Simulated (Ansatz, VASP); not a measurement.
**MoS2 in VASP and in Ansatz**

INCAR

```
ALGO = Normal ; DIPOL = 0.5 0.5 0.500
EDIFF = 1E-6 ; ENCUT = 520
GGA = PS ; IDIPOL = 3
ISIF = 2 ; ISMEAR = 1
LASPH = True ; LCHARG = False
LDIPOL = True ; LREAL = False
LWAVE = False ; NBANDS = 49
NELM = 60 ; PREC = Accurate
SIGMA = 0.2
```

The input KPOINTS:

```
k-points
0
Gamma
  9 9 1
```

The input POSCAR:

```
MoS2
1.0
    3.1414322091      0.0000000000      0.0000000000
   -1.5707161046      2.7205600974      0.0000000000
    0.0000000000      0.0000000000     30.6970122376
S Mo
6 3
Direct
    0.6666666667      0.3333333333      0.2443234521
    0.6666666667      0.3333333333      0.3459031328
    0.3333333333      0.6666666667      0.4492101597
    0.3333333333      0.6666666667      0.5507898403
    0.6666666667      0.3333333333      0.6540968672
    0.6666666667      0.3333333333      0.7556765479
    0.3333333333      0.6666666667      0.2951132924
    0.6666666667      0.3333333333      0.5000000000
    0.3333333333      0.6666666667      0.7048867076
```

Input for Ansatz:

```yaml
crystal:
  lattice:
    - [3.1414322091, 0.0, 0.0]
    - [-1.5707161046, 2.7205600974, 0.0]
    - [0.0, 0.0, 30.6970122376]
  atoms:
    - { symbol: S, position: [0.6666666667, 0.3333333333, 0.2443234521] }
    - { symbol: Mo, position: [0.3333333333, 0.6666666667, 0.2951132924] }
    - { symbol: S, position: [0.6666666667, 0.3333333333, 0.3459031328] }
    - { symbol: S, position: [0.3333333333, 0.6666666667, 0.4492101597] }
    - { symbol: Mo, position: [0.6666666667, 0.3333333333, 0.5] }
    - { symbol: S, position: [0.3333333333, 0.6666666667, 0.5507898403] }
    - { symbol: S, position: [0.6666666667, 0.3333333333, 0.6540968672] }
    - { symbol: Mo, position: [0.3333333333, 0.6666666667, 0.7048867076] }
    - { symbol: S, position: [0.6666666667, 0.3333333333, 0.7556765479] }
basis:
  ecutwfc: 420
kpoints:
  mp_grid: { grid: [9, 9, 1] }
hamiltonian:
  xc: pbesol
scf:
  occupations: { method: methfessel_paxton, width: 0.2 }
output:
  forces: true
  stress: true
  eigenvalues: true
efield:
  axis: 3
  dipole_correction: true
  ramp_width: 0.04
```

Alike in both runs: task single point; functional PBEsol; k mesh 9 × 9 × 1; occupations methfessel-paxton of order 1, width 0.2 eV; no spin polarisation.

```csv
,VASP,Ansatz
version,VASP 6.6.1,Ansatz 0.2.0
potentials or method,"VASP PAW PBE potentials, release 64 (S, Mo_sv), cutoff 520 eV","scalar-relativistic, plane waves, PAW"
valence electrons in the cell,78,78
```

Ansatz gave:

```
gap on the k mesh at the Fermi level (eV) : 1.27
least direct gap on the mesh (eV)         : 1.76
rms of the force components (eV/Å)        : 0.008
```

Task: Which values does VASP return?

Result: gap on the k mesh at the Fermi level (eV): 1.28; least direct gap on the mesh (eV): 1.76; rms of the force components (eV/Å): 0.008.

VASP's potentials were made for PBE, not for PBEsol.
